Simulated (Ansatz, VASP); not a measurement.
**Zr: VASP beside Ansatz**

The input INCAR:

```
SYSTEM = Zr
ALGO = Normal
DIPOL = 0.5 0.5 0.500
EDIFF = 1E-6
ENCUT = 400
GGA_COMPAT = .False.
IDIPOL = 3
ISIF = 2
ISMEAR = 1
LASPH = .True.
LCHARG = .False.
LDIPOL = .True.
LREAL = .False.
LWAVE = .False.
NBANDS = 32
NELM = 120
NELMDL = -8
PREC = Accurate
SIGMA = 0.1
```

The input KPOINTS:

```
k-points
0
Gamma
  6 6 1
  0 0 0
```

Contents of POSCAR:

```
Zr
1.0
    3.2320000000      0.0000000000      0.0000000000
   -1.6160000000      2.7989900000      0.0000000000
    0.0000000000      0.0000000000     23.7205000000
Zr
4
Direct
    0.3333333333      0.6666666667      0.3372610189
    0.6666666667      0.3333333333      0.4457536730
    0.3333333333      0.6666666667      0.5542463270
    0.6666666667      0.3333333333      0.6627389811
```

Input for Ansatz:

```yaml
crystal:
  lattice:
    - [3.232, 0.0, 0.0]
    - [-1.616, 2.79899, 0.0]
    - [0.0, -0.0, 23.7205]
  atoms:
    - { symbol: Zr, position: [0.3333333333333333, 0.6666666666666666, 0.3372610189498535] }
    - { symbol: Zr, position: [0.6666666666666666, 0.3333333333333333, 0.4457536729832845] }
    - { symbol: Zr, position: [0.3333333333333333, 0.6666666666666666, 0.5542463270167155] }
    - { symbol: Zr, position: [0.6666666666666666, 0.3333333333333333, 0.6627389810501465] }
basis:
  ecutwfc: 420.0
  ecutrho_ratio: 8
kpoints:
  mp_grid:
    grid: [6, 6, 1]
hamiltonian:
  xc: lda
efield:
  axis: 3
  dipole_correction: true
scf:
  occupations:
    method: cold
output:
  write_potential: true
  forces: true
```

Alike in both runs: task single point; functional LDA; k mesh 6 × 6 × 1; no spin polarisation.

|  | VASP | Ansatz |
| --- | --- | --- |
| version | VASP 6.6.1 | Ansatz 0.2.0 |
| potentials or method | VASP PAW LDA potentials, release 64 (Zr_sv), cutoff 400 eV | plane waves, PAW |
| occupations | methfessel-paxton of order 1, width 0.1 eV | cold |
| valence electrons in the cell | 48 | 48 |

Ansatz gave:

| Item | Value |
| --- | --- |
| gap on the k mesh at the Fermi level (eV) | none |
| rms of the force components (eV/Å) | 0.393 |

**Question.** Which values does VASP return?

**Answer.** gap on the k mesh at the Fermi level (eV): none; rms of the force components (eV/Å): 0.385.

LDA's correlation is that of Perdew and Zunger in VASP and of Perdew and Wang (1992) in Ansatz. Atom by atom the forces differ by 0.009 eV/Å (rms over components). A gap of «none» marks a metal or a gap that the smearing closes. Ansatz's warnings: xc potential rough in thin density.

The k mesh is coarse, so the values compare programs but aren't converged.
